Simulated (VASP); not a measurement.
# Sb in VASP: notebook

Sb is run at these levels: PBEsol; tasks: single point.

Everything below comes from runs of VASP 6.6.1. Logs are shortened: lines on timing, memory, paths and dates and some standing lists are left out, and cuts for length are marked.

### 1 The cell of the first run

The cell holds a slab with vacuum, 5 atoms: a = 3.334 Å, b = 3.334 Å, c = 25.430 Å, α = 90.00°, β = 90.00°, γ = 90.00°.

### 2 Single point, PBEsol

INCAR

```
PREC = Accurate
ENCUT = 520
EDIFF = 1E-6
ISMEAR = -1
SIGMA = 0.1
LREAL = False
LASPH = True
NELM = 80
ALGO = Normal
ISIF = 2
LWAVE = False
LCHARG = True
LDIPOL = True
IDIPOL = 3
DIPOL = 0.5 0.5 0.500
GGA = PS
LELF = True
LVHAR = True
LVACPOTAV = True
NBANDS = 20
```

KPOINTS

```
regular mesh
0
Gamma
  11 11 1
```

POSCAR

```
Sb
1.0
    3.3338465348      0.0000000000      0.0000000000
    0.0000000000      3.3338465348      0.0000000000
    0.0000000000      0.0000000000     25.4295000000
Sb
5
Direct
    0.0000000000      0.0000000000      0.3238290359
    0.5000000000      0.5000000000      0.4057516830
    0.0000000000      0.0000000000      0.4999999047
    0.5000000000      0.5000000000      0.5942483405
    0.0000000000      0.0000000000      0.6761710359
```

Potentials or basis: VASP PAW PBE potentials, release 64 (Sb).

On the command line:

```
cat potpaw_PBE.64/Sb/POTCAR > POTCAR
mpirun -np 1 vasp_std > vasp.out
```

OUTCAR:

```text
PREC = Accurate
   ENCUT = 520
   EDIFF = 1E-6
   ISMEAR = -1
   LREAL = False
   LASPH = True
   NELM = 80
   ISIF = 2
   GGA = PS

 ion  position               nearest neighbor table
   1  0.000  0.000  0.324-   2 3.15   2 3.15   2 3.15   2 3.15
   2  0.500  0.500  0.406-   1 3.15   1 3.15   1 3.15   1 3.15   3 3.36   3 3.36   3 3.36   3 3.36

   3  0.000  0.000  0.500-   2 3.36   2 3.36   2 3.36   2 3.36   4 3.36   4 3.36   4 3.36   4 3.36

   4  0.500  0.500  0.594-   5 3.15   5 3.15   5 3.15   5 3.15   3 3.36   3 3.36   3 3.36   3 3.36

   5  0.000  0.000  0.676-   4 3.15   4 3.15   4 3.15   4 3.15

  LATTYP: Found a simple tetragonal cell.
 ALAT       =     3.3338465348
 C/A-ratio  =     7.6276756397

  Lattice vectors:

 A1 = (   3.3338465348,   0.0000000000,   0.0000000000)
 A2 = (   0.0000000000,   3.3338465348,   0.0000000000)
 A3 = (   0.0000000000,   0.0000000000,  25.4295000000)

Analysis of symmetry for initial positions (statically):
=====================================================================
 Subroutine PRICEL returns:
 Original cell was already a primitive cell.

 Routine SETGRP: Setting up the symmetry group for a
 simple tetragonal supercell.

 Subroutine GETGRP returns: Found 16 space group operations
 (whereof 16 operations were pure point group operations)
 out of a pool of 16 trial point group operations.

The static configuration has the point symmetry D_4h.

Analysis of symmetry for dynamics (positions and initial velocities):
=====================================================================
 Subroutine PRICEL returns:
 Original cell was already a primitive cell.

 Routine SETGRP: Setting up the symmetry group for a
 simple tetragonal supercell.

 Subroutine GETGRP returns: Found 16 space group operations
 (whereof 16 operations were pure point group operations)
 out of a pool of 16 trial point group operations.

The dynamic configuration has the point symmetry D_4h.

 Subroutine INISYM returns: Found 16 space group operations
 (whereof 16 operations are pure point group operations),
 and found     1 'primitive' translations

----------------------------------------------------------------------------------------

                                     Primitive cell

  volume of cell :     282.6370

  direct lattice vectors                    reciprocal lattice vectors
     3.333846535  0.000000000  0.000000000     0.299953819  0.000000000  0.000000000
     0.000000000  3.333846535  0.000000000     0.000000000  0.299953819  0.000000000
     0.000000000  0.000000000 25.429500000     0.000000000  0.000000000  0.039324407

  length of vectors
     3.333846535  3.333846535 25.429500000     0.299953819  0.299953819  0.039324407

  position of ions in fractional coordinates (direct lattice)
     0.000000000  0.000000000  0.323829036
     0.500000000  0.500000000  0.405751683
     0.000000000  0.000000000  0.499999905
     0.500000000  0.500000000  0.594248341
     0.000000000  0.000000000  0.676171036

  ion indices of the primitive-cell ions
   primitive index   ion index
                 1           1
                 2           2
                 3           3
                 4           4
                 5           5

----------------------------------------------------------------------------------------

 KPOINTS: regular mesh

Automatic generation of k-mesh.
 Grid dimensions read from file:
 generate k-points for:   11   11    1

 Generating k-lattice:

  Cartesian coordinates                     Fractional coordinates (reciprocal lattice)
     0.027268529  0.000000000  0.000000000     0.090909091  0.000000000  0.000000000
     0.000000000  0.027268529  0.000000000     0.000000000  0.090909091  0.000000000
     0.000000000  0.000000000  0.039324407     0.000000000  0.000000000  1.000000000

  Length of vectors
     0.027268529  0.027268529  0.039324407

  Shift w.r.t. Gamma in fractional coordinates (k-lattice)
     0.000000000  0.000000000  0.000000000

 Subroutine IBZKPT returns following result:
 ===========================================

 Found     21 irreducible k-points:

 Following reciprocal coordinates:
            Coordinates               Weight
  0.000000  0.000000  0.000000      1.000000
  0.090909  0.000000  0.000000      4.000000
  0.181818  0.000000  0.000000      4.000000
  0.272727  0.000000  0.000000      4.000000
  0.363636  0.000000  0.000000      4.000000
  0.454545  0.000000  0.000000      4.000000
[... 13 lines left out ...]
  0.454545  0.363636  0.000000      8.000000
  0.454545  0.454545  0.000000      4.000000
   k-points           NKPTS =     21   k-points in BZ     NKDIM =     21   number of bands    NBANDS=     20
   number of dos      NEDOS =    301   number of ions     NIONS =      5
   total plane-waves  NPLWV = 150528
   dimension x,y,z NGX =    28 NGY =   28 NGZ =  192
   dimension x,y,z NGXF=    56 NGYF=   56 NGZF=  384
   ions per type =               5
   NGX,Y,Z   is equivalent  to a cutoff of  13.96, 13.96, 12.55 a.u.
   NGXF,Y,Z  is equivalent  to a cutoff of  27.93, 27.93, 25.10 a.u.
 SYSTEM =  unknown system
   PREC   = accura    normal or accurate (medium, high low for compatibility)
   ISTART =      0    job   : 0-new  1-cont  2-samecut
   ICHARG =      2    charge: 1-file 2-atom 10-const
   ISPIN  =      1    spin polarized calculation?
   LNONCOLLINEAR =      F non collinear calculations
   LSORBIT =      F    spin-orbit coupling
   LASPH  =      T    aspherical Exc in radial PAW
   ENCUT  =  520.0 eV  38.22 Ry    6.18 a.u.   6.20  6.20 47.28*2*pi/ulx,y,z
   NELM   =     80;   NELMIN=  2; NELMDL= -5     # of ELM steps
   EDIFF  = 0.1E-05   stopping-criterion for ELM
   LREAL  =      F    real-space projection
   EDIFFG = 0.1E-04   stopping-criterion for IOM
   NSW    =      0    number of steps for IOM
   IBRION =     -1    ionic relax: 0-MD 1-quasi-New 2-CG
   NFREE  =      0    steps in history (QN), initial steepest desc. (CG)
   ISIF   =      2    stress and relaxation
   ISYM   =      2    0-nonsym 1-usesym 2-fastsym
   POTIM  = 0.5000    time-step for ionic-motion
   TEBEG  =    0.0;   TEEND  =   0.0 temperature during run
   PSTRESS=    0.0 pullay stress
   NELECT =      25.0000    total number of electrons
   NUPDOWN=      -1.0000    fix difference up-down
   EMIN   =  10.00;   EMAX   =-10.00  energy-range for DOS
   EFERMI =   0.00;   METHOD = LEGACY
   ISMEAR =    -1;   SIGMA  =   0.10  broadening in eV -4-tet -1-fermi 0-gaus
   EFERMI_NEDOS =   21; number of points for ismear=-14 and -15
   IALGO  =     38    algorithm
   IMIX   =      4    mixing-type and parameters
     AMIX     =   0.40;   BMIX     =  1.00
     AMIX_MAG =   1.60;   BMIX_MAG =  1.00
  volume/ion in A,a.u.               =      56.53       381.47
  Fermi-wavevector in a.u.,A,eV,Ry     =   0.729421  1.378407  7.239055  0.532056
  Thomas-Fermi vector in A             =   1.821139
   LORBIT       =      0    0 simple, 1 ext, 2 COOP (PROOUT), +10 PAW based schemes
   GGA     = PS    functional components
   LHFCALC =     F    Hartree Fock is set to
   AEXX    =    0.0000 exact exchange contribution
   IVDW    =     0    specifies the selected vdW correction
   LEPSILON=     F    determine dielectric tensor
   LRPA    =     F    only Hartree local field effects (RPA)
 non-spin polarized calculation
  energy-cutoff  :      520.00
  volume of cell :      282.64
 maximum number of plane-waves:      7642
 NGX is ok and might be reduce to    28
   NGX = 13   NGY = 13   NGZ = 95

 dipolmoment           0.000000      0.000000     -0.000000 electrons x Angstroem

 number of electron      25.0000002 magnetization

 dipolmoment           0.000000      0.000000      0.000000 electrons x Angstroem

 Free energy of the ion-electron system (eV)
  ---------------------------------------------------
  ext. energy  EPLUGINS =         0.00000000
  ---------------------------------------------------
  free energy    TOTEN  =       -21.01705828 eV

  energy without entropy =      -20.90074346  energy(sigma->0) =      -20.95890087

 E-fermi :   1.8056     XC(G=0):  -5.3685

 val. band max:        1.8007544068   @ k =   0.4545   0.1818   0.0000
 cond. band min:       1.8191489342   @ k =   0.4545   0.3636   0.0000
 fundamental gap:      0.0183945274
 Fermi energy:         1.8056329099

 k-point     1 :       0.0000    0.0000    0.0000
  band No.  band energies     occupation
      1     -11.4318      2.00000
      2     -11.0372      2.00000
      3      -9.5134      2.00000
      4      -7.6316      2.00000
      5      -6.2069      2.00000
      6      -2.3630      2.00000
[... 12 lines left out ...]
     19       5.9334      0.00000
     20       6.1576      0.00000

 k-point     2 :       0.0909    0.0000    0.0000
  band No.  band energies     occupation
      1     -11.3189      2.00000
      2     -10.9247      2.00000
      3      -9.4071      2.00000
      4      -7.5425      2.00000
      5      -6.1526      2.00000
      6      -2.2677      2.00000
[... 12 lines left out ...]
     19       5.9931      0.00000
     20       6.1209      0.00000

 k-point     3 :       0.1818    0.0000    0.0000
  band No.  band energies     occupation
      1     -10.9811      2.00000
      2     -10.5885      2.00000
      3      -9.0927      2.00000
      4      -7.2930      2.00000
      5      -6.0373      2.00000
      6      -2.0615      2.00000
[... 12 lines left out ...]
     19       6.1417      0.00000
     20       6.1727      0.00000

 k-point     4 :       0.2727    0.0000    0.0000
  band No.  band energies     occupation
      1     -10.4225      2.00000
      2     -10.0349      2.00000
      3      -8.5894      2.00000
      4      -6.9684      2.00000
      5      -6.0671      2.00000
      6      -2.6563      2.00000
[... 12 lines left out ...]
     19       6.2712      0.00000
     20       6.5868      0.00000

 k-point     5 :       0.3636    0.0000    0.0000
  band No.  band energies     occupation
      1      -9.6535      2.00000
      2      -9.2802      2.00000
      3      -7.9581      2.00000
      4      -6.8623      2.00000
      5      -6.6114      2.00000
      6      -3.5814      2.00000
[... 12 lines left out ...]
     19       6.1849      0.00000
     20       6.4895      0.00000

 k-point     6 :       0.4545    0.0000    0.0000
  band No.  band energies     occupation
      1      -8.7028      2.00000
      2      -8.3783      2.00000
      3      -7.6201      2.00000
      4      -7.3978      2.00000
      5      -7.3921      2.00000
      6      -3.8560      2.00000
[... 12 lines left out ...]
     19       5.7273      0.00000
     20       5.7579      0.00000

 k-point     7 :       0.0909    0.0909    0.0000
  band No.  band energies     occupation
      1     -11.2060      2.00000
      2     -10.8122      2.00000
      3      -9.3009      2.00000
      4      -7.4535      2.00000
      5      -6.0973      2.00000
      6      -2.1722      2.00000
[... 12 lines left out ...]
     19       6.1315      0.00000
     20       6.1370      0.00000
[... 208 lines left out ...]
 k-point    17 :       0.3636    0.2727    0.0000
  band No.  band energies     occupation
      1      -8.6602      2.00000
      2      -8.3027      2.00000
      3      -7.0738      2.00000
      4      -6.1181      2.00000
      5      -5.8801      2.00000
      6      -2.6054      2.00000
[... 12 lines left out ...]
     19       4.0987      0.00000
     20       4.2284      0.00000

 k-point    18 :       0.4545    0.2727    0.0000
  band No.  band energies     occupation
      1      -7.7323      2.00000
      2      -7.4324      2.00000
      3      -6.7104      2.00000
      4      -6.5316      2.00000
      5      -6.5177      2.00000
      6      -2.8448      2.00000
[... 12 lines left out ...]
     19       3.6221      0.00000
     20       3.7323      0.00000

 k-point    19 :       0.3636    0.3636    0.0000
  band No.  band energies     occupation
      1      -7.9136      2.00000
      2      -7.5795      2.00000
      3      -6.4824      2.00000
      4      -5.7930      2.00000
      5      -5.6627      2.00000
      6      -2.7785      2.00000
[... 12 lines left out ...]
     19       3.0750      0.00001
     20       3.6424      0.00000

 k-point    20 :       0.4545    0.3636    0.0000
  band No.  band energies     occupation
      1      -7.0219      2.00000
      2      -6.7553      2.00000
      3      -6.1163      2.00000
      4      -5.9613      2.00000
      5      -5.9514      2.00000
      6      -2.6674      2.00000
[... 12 lines left out ...]
     19       2.7555      0.00015
     20       3.0732      0.00001

 k-point    21 :       0.4545    0.4545    0.0000
  band No.  band energies     occupation
      1      -6.2516      2.00000
      2      -6.0708      2.00000
      3      -5.7504      2.00000
      4      -5.5815      2.00000
      5      -5.4991      2.00000
      6      -3.2666      2.00000
[... 12 lines left out ...]
     19       2.3377      0.00973
     20       2.4428      0.00341

------------------------ aborting loop because EDIFF is reached ----------------------------------------

  FORCE on cell =-STRESS in cart. coord.  units (eV):
  Direction    XX          YY          ZZ          XY          YZ          ZX
  --------------------------------------------------------------------------------------
  -------------------------------------------------------------------------------------
  Total        0.7282800      0.7282800      0.0634838      0.0000000     -0.0000000      0.0000000
  in kB        4.1283828      4.1283828      0.3598690      0.0000000     -0.0000000      0.0000000
  external PRESSURE =       2.8722115 kB  Pullay stress =       0.0000000 kB

 VOLUME and BASIS-vectors are now :
 -----------------------------------------------------------------------------
  energy-cutoff  :      520.00
  volume of cell :      282.64
      direct lattice vectors                 reciprocal lattice vectors
     3.333846535  0.000000000  0.000000000     0.299953819  0.000000000  0.000000000
     0.000000000  3.333846535  0.000000000     0.000000000  0.299953819  0.000000000
     0.000000000  0.000000000 25.429500000     0.000000000  0.000000000  0.039324407

 POSITION                                       TOTAL-FORCE (eV/Angst)
 -----------------------------------------------------------------------------------
      0.00000      0.00000      8.23481        -0.000000     -0.000000     -0.013618
      1.66692      1.66692     10.31806        -0.000000     -0.000000      0.010744
      0.00000      0.00000     12.71475        -0.000000      0.000000     -0.000000
      1.66692      1.66692     15.11144         0.000000     -0.000000     -0.010744
      0.00000      0.00000     17.19469        -0.000000      0.000000      0.013618
 -----------------------------------------------------------------------------------
    total drift:                                0.000000     -0.000000      0.000005

  FREE ENERGIE OF THE ION-ELECTRON SYSTEM (eV)
  ---------------------------------------------------
  free  energy   TOTEN  =       -21.0170582840 eV

  energy  without entropy=      -20.9007434552  energy(sigma->0) =      -20.95890087

 vacuum level on the upper side and lower side of the slab         6.007         6.007
```

Run time: 1.8 min. Hardware: 1 thread of Intel Xeon 6975P-C (Granite Rapids), shared host; peak memory 0.43 GiB.

Results:

| Property | Result |
| --- | --- |
| Free energy | -21.0171 eV |
| Largest force | 0.014 eV/Å |

Forces on the atoms (eV/Å):
```
Sb   0.000  0.000 -0.014
Sb   0.000  0.000  0.011
Sb   0.000  0.000  0.000
Sb   0.000  0.000 -0.011
Sb   0.000  0.000  0.014
```

Levels at points of the mesh, in eV from the Fermi level:
```tsv
k point	band 7	band 8	band 9	band 10	band 11	band 12	band 13	band 14	band 15	band 16
(0.00, 0.00, 0.00)	-2.18	0.24	0.31	0.31	0.74	0.74	2.31	2.31	2.36	3.73
```

Caveat: the PAW data sets were made with another functional, which shifts forces and pressure a little; spin-orbit coupling is left out, which moves the levels of the heavy elements.

### 3 Single point, PBEsol

INCAR

```
SYSTEM = Sb
PREC     = Accurate       ! precision mode
ENCUT    = 520            ! plane-wave cutoff, eV
EDIFF    = 1E-7           ! SCF threshold, eV
ISMEAR   = -1             ! smearing method
SIGMA    = 0.1            ! smearing width, eV
LREAL    = .FALSE.        ! projectors in reciprocal space
LASPH    = .TRUE.         ! aspherical terms in the spheres
NELM     = 100            ! most SCF steps
ALGO     = Normal         ! electronic algorithm
ISIF     = 2              ! what is computed and relaxed
LWAVE    = .FALSE.        ! write WAVECAR
LCHARG   = .TRUE.         ! write CHGCAR
LDIPOL   = .TRUE.       
IDIPOL   = 3            
DIPOL    = 0.5 0.5 0.500
GGA      = PS             ! functional
LELF     = .TRUE.         ! ELF
LVHAR    = .TRUE.       
LVACPOTAV= .TRUE.       
NBANDS   = 20             ! bands
```

KPOINTS

```
regular mesh
0
G
  11 11 1
  0 0 0
```

POSCAR is that of step 2.

Potentials or basis: VASP PAW PBE potentials, release 64 (Sb).

On the command line:

```
cat potpaw_PBE.64/Sb/POTCAR > POTCAR
mpirun -np 1 vasp_std > vasp.out
```

It took 1.8 min on 1 thread of Intel Xeon 6975P-C (Granite Rapids), shared host; peak memory 0.42 GiB.

The run converged. Its results:

```
Free energy   : -21.0171 eV
Largest force : 0.014 eV/Å
```

Forces on the atoms (eV/Å):
```
Sb   0.000  0.000 -0.014
Sb   0.000  0.000  0.011
Sb   0.000  0.000  0.000
Sb   0.000  0.000 -0.011
Sb   0.000  0.000  0.014
```

Levels at points of the mesh, in eV from the Fermi level:
| k point | band 7 | band 8 | band 9 | band 10 | band 11 | band 12 | band 13 | band 14 | band 15 | band 16 |
| --- | --- | --- | --- | --- | --- | --- | --- | --- | --- | --- |
| (0.00, 0.00, 0.00) | -2.18 | 0.24 | 0.31 | 0.31 | 0.74 | 0.74 | 2.31 | 2.31 | 2.36 | 3.73 |

Caveat: the PAW data sets were made with another functional, which shifts forces and pressure a little; spin-orbit coupling is left out, which moves the levels of the heavy elements.
